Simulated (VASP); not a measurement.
# Cu (I4/mmm) in VASP: a series of runs

Cu is run at these levels: HSE06, PBE0, r2SCANh, r2SCAN50; tasks: single point.

Program: VASP 6.6.1. These are calculated values, not measurements. Logs are shortened: lines on timing, memory, paths and dates and some standing lists are left out, and cuts for length are marked.

## Step 1: The cell of the first run

Symmetry: I4/mmm, No. 139, tetragonal system. Conventional cell: a = 2.942 Å, b = 2.942 Å, c = 2.806 Å, α = 90.00°, β = 90.00°, γ = 90.00°. Within 3.3 Å of Cu (site symmetry 4/mmm) lie 14 Cu at 2.51 to 2.94 Å.

## Step 2: Single point, HSE06

The input, POSCAR:

```
Cu
1.0
   -1.4710905692      1.4710905692      1.4030702911
    1.4710905692     -1.4710905692      1.4030702911
    1.4710905692      1.4710905692     -1.4030702911
Cu
1
Direct
    0.0000000000      0.0000000000      0.0000000000
```

The input, INCAR.step1:

```
SYSTEM = Cu
PREC = Accurate
ENCUT = 520
EDIFF = 1E-5
ISMEAR = -1
SIGMA = 0.05
LREAL = .False.
LASPH = .True.
NELM = 100
ALGO = Normal
ISIF = 2
LWAVE = .True.
GGA = PE
NBANDS = 12
```

The input, INCAR.step2:

```
SYSTEM = Cu
PREC = Accurate
ENCUT = 520
EDIFF = 1E-6
ISMEAR = -1
SIGMA = 0.05
LREAL = .False.
LASPH = .True.
NELM = 100
ALGO = Normal
ISIF = 2
LWAVE = .False.
LCHARG = .True.
GGA = PE
LHFCALC = .True.
HFSCREEN = 0.2079
PRECFOCK = Normal
LELF = .True.
LVHAR = .True.
ISTART = 1
NBANDS = 12
```

The input, KPOINTS:

```
regular mesh
0
Gamma
  8 8 8
  0 0 0
```

Potentials or basis: VASP PAW PBE potentials, release 64 (Cu).

Command:

```
$ cat potpaw_PBE.64/Cu/POTCAR > POTCAR
$ cp INCAR.step1 INCAR
$ mpirun -np 1 vasp_std > vasp.out
$ cp INCAR.step2 INCAR
$ mpirun -np 1 vasp_std > vasp.out
```

OUTCAR:

```text
SYSTEM = Cu
   PREC = Accurate
   ENCUT = 520
   EDIFF = 1E-6
   ISMEAR = -1
   LREAL = .False.
   LASPH = .True.
   NELM = 100
   ISIF = 2
   GGA = PE
   LHFCALC = .True.
   HFSCREEN = 0.2079
   PRECFOCK = Normal
   ISTART = 1

 ion  position               nearest neighbor table
   1  0.000  0.000  0.000-

  LATTYP: Found a body centered tetragonal cell.
 ALAT       =     2.9421811384
 C/A-ratio  =     0.9537620052

  Lattice vectors:

 A1 = (  -1.4710905692,   1.4710905692,   1.4030702911)
 A2 = (   1.4710905692,  -1.4710905692,   1.4030702911)
 A3 = (   1.4710905692,   1.4710905692,  -1.4030702911)

Analysis of symmetry for initial positions (statically):
=====================================================================
 Subroutine PRICEL returns:
 Original cell was already a primitive cell.

 Routine SETGRP: Setting up the symmetry group for a
 body centered tetragonal supercell.

 Subroutine GETGRP returns: Found 16 space group operations
 (whereof 16 operations were pure point group operations)
 out of a pool of 16 trial point group operations.

The static configuration has the point symmetry D_4h.

Analysis of symmetry for dynamics (positions and initial velocities):
=====================================================================
 Subroutine PRICEL returns:
 Original cell was already a primitive cell.

 Routine SETGRP: Setting up the symmetry group for a
 body centered tetragonal supercell.

 Subroutine GETGRP returns: Found 16 space group operations
 (whereof 16 operations were pure point group operations)
 out of a pool of 16 trial point group operations.

The dynamic configuration has the point symmetry D_4h.

 Subroutine INISYM returns: Found 16 space group operations
 (whereof 16 operations are pure point group operations),
 and found     1 'primitive' translations

----------------------------------------------------------------------------------------

                                     Primitive cell

  volume of cell :      12.1456

  direct lattice vectors                    reciprocal lattice vectors
    -1.471090569  1.471090569  1.403070291     0.000000000  0.339883900  0.356361334
     1.471090569 -1.471090569  1.403070291     0.339883900  0.000000000  0.356361334
     1.471090569  1.471090569 -1.403070291     0.339883900  0.339883900  0.000000000

  length of vectors
     2.509346761  2.509346761  2.509346761     0.492457577  0.492457577  0.480668421

  position of ions in fractional coordinates (direct lattice)
     0.000000000  0.000000000  0.000000000

  ion indices of the primitive-cell ions
   primitive index   ion index
                 1           1

----------------------------------------------------------------------------------------

 KPOINTS: regular mesh

Automatic generation of k-mesh.
 Grid dimensions read from file:
 generate k-points for:    8    8    8

 Generating k-lattice:

  Cartesian coordinates                     Fractional coordinates (reciprocal lattice)
     0.000000000  0.042485488  0.044545167     0.125000000 -0.000000000  0.000000000
     0.042485488  0.000000000  0.044545167    -0.000000000  0.125000000  0.000000000
     0.042485488  0.042485488  0.000000000     0.000000000  0.000000000  0.125000000

  Length of vectors
     0.061557197  0.061557197  0.060083553

  Shift w.r.t. Gamma in fractional coordinates (k-lattice)
     0.000000000  0.000000000  0.000000000

 Subroutine IBZKPT returns following result:
 ===========================================

 Found     59 irreducible k-points:

 Following reciprocal coordinates:
            Coordinates               Weight
  0.000000  0.000000  0.000000      1.000000
  0.125000  0.000000  0.000000      8.000000
  0.250000  0.000000  0.000000      8.000000
  0.375000 -0.000000  0.000000      8.000000
  0.500000  0.000000  0.000000      4.000000
  0.125000  0.125000  0.000000      8.000000
[... 16 lines left out ...]
  0.250000  0.125000  0.125000     16.000000
  0.375000  0.125000  0.125000      8.000000
 [... further k-points ...]
   k-points           NKPTS =     59   k-points in BZ     NKDIM =    512   number of bands    NBANDS=     12
   number of dos      NEDOS =    301   number of ions     NIONS =      1
   total plane-waves  NPLWV =   8000
   dimension x,y,z NGX =    20 NGY =   20 NGZ =   20
   dimension x,y,z NGXF=    40 NGYF=   40 NGZF=   40
   ions per type =               1
   NGX,Y,Z   is equivalent  to a cutoff of  13.25, 13.25, 13.25 a.u.
   NGXF,Y,Z  is equivalent  to a cutoff of  26.50, 26.50, 26.50 a.u.
 SYSTEM =  Cu
   PREC   = accura    normal or accurate (medium, high low for compatibility)
   ISTART =      1    job   : 0-new  1-cont  2-samecut
   ICHARG =      0    charge: 1-file 2-atom 10-const
   ISPIN  =      1    spin polarized calculation?
   LNONCOLLINEAR =      F non collinear calculations
   LSORBIT =      F    spin-orbit coupling
   LASPH  =      T    aspherical Exc in radial PAW
   ENCUT  =  520.0 eV  38.22 Ry    6.18 a.u.   4.67  4.67  4.67*2*pi/ulx,y,z
   NELM   =    100;   NELMIN=  2; NELMDL=  0     # of ELM steps
   EDIFF  = 0.1E-05   stopping-criterion for ELM
   LREAL  =      F    real-space projection
   EDIFFG = 0.1E-04   stopping-criterion for IOM
   NSW    =      0    number of steps for IOM
   IBRION =     -1    ionic relax: 0-MD 1-quasi-New 2-CG
   NFREE  =      0    steps in history (QN), initial steepest desc. (CG)
   ISIF   =      2    stress and relaxation
   ISYM   =      3    0-nonsym 1-usesym 2-fastsym
   POTIM  = 0.5000    time-step for ionic-motion
   TEBEG  =    0.0;   TEEND  =   0.0 temperature during run
   PSTRESS=    0.0 pullay stress
   NELECT =      11.0000    total number of electrons
   NUPDOWN=      -1.0000    fix difference up-down
   EMIN   =  10.00;   EMAX   =-10.00  energy-range for DOS
   EFERMI =   0.00;   METHOD = LEGACY
   ISMEAR =    -1;   SIGMA  =   0.05  broadening in eV -4-tet -1-fermi 0-gaus
   EFERMI_NEDOS =   21; number of points for ismear=-14 and -15
   IALGO  =     38    algorithm
   IMIX   =      1    mixing-type and parameters
     AMIX     =   0.40;   BMIX     =  1.00
     AMIX_MAG =   1.60;   BMIX_MAG =  1.00
  volume/ion in A,a.u.               =      12.15        81.96
  Fermi-wavevector in a.u.,A,eV,Ry     =   1.583919  2.993173 34.134290  2.508800
  Thomas-Fermi vector in A             =   2.683616
   LORBIT       =      0    0 simple, 1 ext, 2 COOP (PROOUT), +10 PAW based schemes
   GGA     = PE    functional components
   LHFCALC =     T    Hartree Fock is set to
   PRECFOCK=normal    Normal, Fast or Accurate (Low or Medium for compatibility)
   ENCUT4O =  -1.0   cutoff for four orbital integrals eV
   NKREDX  =     1    reduce k-point grid by
   NKREDY  =     1    reduce k-point grid by
   NKREDZ  =     1    reduce k-point grid by
   AEXX    =    0.2500 exact exchange contribution
   HFSCREEN=    0.2079 screening length (either q_TF or 0.3 A-1)
   HFSCREENC=   0.2079 screening length for correlation (either q_TF or 0.3 A-1)
   ENCUTFOCK=  -1.0 apply spherical cutoff to Coloumb kernel
   IVDW    =     0    specifies the selected vdW correction
   LEPSILON=     F    determine dielectric tensor
   LRPA    =     F    only Hartree local field effects (RPA)
 non-spin polarized calculation
  energy-cutoff  :      520.00
  volume of cell :       12.15
 maximum number of plane-waves:       346
  NGX = 14; NGY = 14; NGZ = 14

 number of electron      10.9999998 magnetization

 Free energy of the ion-electron system (eV)
  ---------------------------------------------------
  ext. energy  EPLUGINS =         0.00000000
  ---------------------------------------------------
  free energy    TOTEN  =        -3.57114848 eV

  energy without entropy =       -3.56668430  energy(sigma->0) =       -3.56891639

 E-fermi :   6.9647     XC(G=0): -10.1850

 val. band max:        6.7579093028   @ k =   0.5000   0.3750   0.0000
 cond. band min:       6.9871435122   @ k =   0.5000   0.1250   0.0000
 fundamental gap:      0.2292342094
 Fermi energy:         6.9647325502

 k-point     1 :       0.0000    0.0000    0.0000
  band No.  band energies     occupation
      1      -3.0890      2.00000
      2       2.4432      2.00000
      3       2.6213      2.00000
      4       2.6213      2.00000
      5       3.4467      2.00000
      6       3.6351      2.00000
      7      32.5339      0.00000
      8      32.5339      0.00000
      9      33.7478      0.00000
     10      36.5129      0.00000
     11      36.5645      0.00000
     12      36.5645      0.00000

 k-point     2 :       0.1250    0.0000    0.0000
  band No.  band energies     occupation
      1      -2.4185      2.00000
      2       2.4011      2.00000
      3       2.6083      2.00000
      4       2.7934      2.00000
      5       3.4504      2.00000
      6       3.5756      2.00000
      7      28.6623      0.00000
      8      30.9778      0.00000
      9      31.3211      0.00000
     10      32.8533      0.00000
     11      34.1486      0.00000
     12      35.8295      0.00000

 k-point     3 :       0.2500    0.0000    0.0000
  band No.  band energies     occupation
      1      -0.6369      2.00000
      2       2.1371      2.00000
      3       2.6556      2.00000
      4       3.4236      2.00000
      5       3.4631      2.00000
      6       3.6095      2.00000
      7      21.9266      0.00000
      8      27.9176      0.00000
      9      28.7249      0.00000
     10      30.3558      0.00000
     11      32.7393      0.00000
     12      37.7834      0.00000
[... 286 lines left out ...]
 k-point    23 :       0.2500    0.1250    0.1250
  band No.  band energies     occupation
      1       1.3614      2.00000
      2       1.8344      2.00000
      3       2.4930      2.00000
      4       3.5976      2.00000
      5       3.7353      2.00000
      6       6.6968      1.99063
      7      16.6935      0.00000
      8      20.3124      0.00000
      9      20.9556      0.00000
     10      36.2308      0.00000
     11      39.0525      0.00000
     12      41.8631      0.00000

 k-point    24 :       0.3750    0.1250    0.1250
  band No.  band energies     occupation
      1       1.3171      2.00000
      2       1.7481      2.00000
      3       3.0376      2.00000
      4       3.6207      2.00000
      5       3.8111      2.00000
      6       9.4838      0.00000
      7      12.6408      0.00000
      8      19.8174      0.00000
      9      20.1583      0.00000
     10      35.8836      0.00000
     11      38.8803      0.00000
     12      43.1228      0.00000

 [... further k-points ...]
[... 5 lines left out ...]
  --------------------------------------------------------------------------------------
  -------------------------------------------------------------------------------------
  Total       -0.0511577     -0.0511577     -0.1013807      0.0000000     -0.0000000      0.0000000
  in kB       -6.7484444     -6.7484444    -13.3735834      0.0000000     -0.0000000      0.0000000
  external PRESSURE =      -8.9568241 kB  Pullay stress =       0.0000000 kB

 VOLUME and BASIS-vectors are now :
 -----------------------------------------------------------------------------
  energy-cutoff  :      520.00
  volume of cell :       12.15
      direct lattice vectors                 reciprocal lattice vectors
    -1.471090569  1.471090569  1.403070291     0.000000000  0.339883900  0.356361334
     1.471090569 -1.471090569  1.403070291     0.339883900  0.000000000  0.356361334
     1.471090569  1.471090569 -1.403070291     0.339883900  0.339883900  0.000000000

 POSITION                                       TOTAL-FORCE (eV/Angst)
 -----------------------------------------------------------------------------------
      0.00000      0.00000      0.00000        -0.000000      0.000000      0.000000
 -----------------------------------------------------------------------------------
    total drift:                               -0.000000      0.000000      0.000000

  FREE ENERGIE OF THE ION-ELECTRON SYSTEM (eV)
  ---------------------------------------------------
  free  energy   TOTEN  =        -3.5711484817 eV

  energy  without entropy=       -3.5666842992  energy(sigma->0) =       -3.56891639
```

Run time: 1.5 h. Hardware: 1 thread of Oxide Virtual Turin-like, shared host; peak memory 0.19 GiB.

What came out:

```yaml
Free_energy: -3.5711 eV
Pressure: -0.9 GPa
Band_gap_on_the_k_mesh: zero (an odd number of electrons rules out a gap without spin polarisation)
```

Stress tensor (GPa, compression positive):
```
-0.67  0.00  0.00
 0.00 -0.67  0.00
 0.00  0.00 -1.34
```

Caveat: the k points lie up to 0.39 Å⁻¹ apart, too coarse for converged energies and pressures of a metal; the PAW data sets were made with another functional, which shifts forces and pressure a little.

(Part 1 of 2 ends here.)

The gap in the log of VASP goes by the Fermi energy; the results here count the filled bands.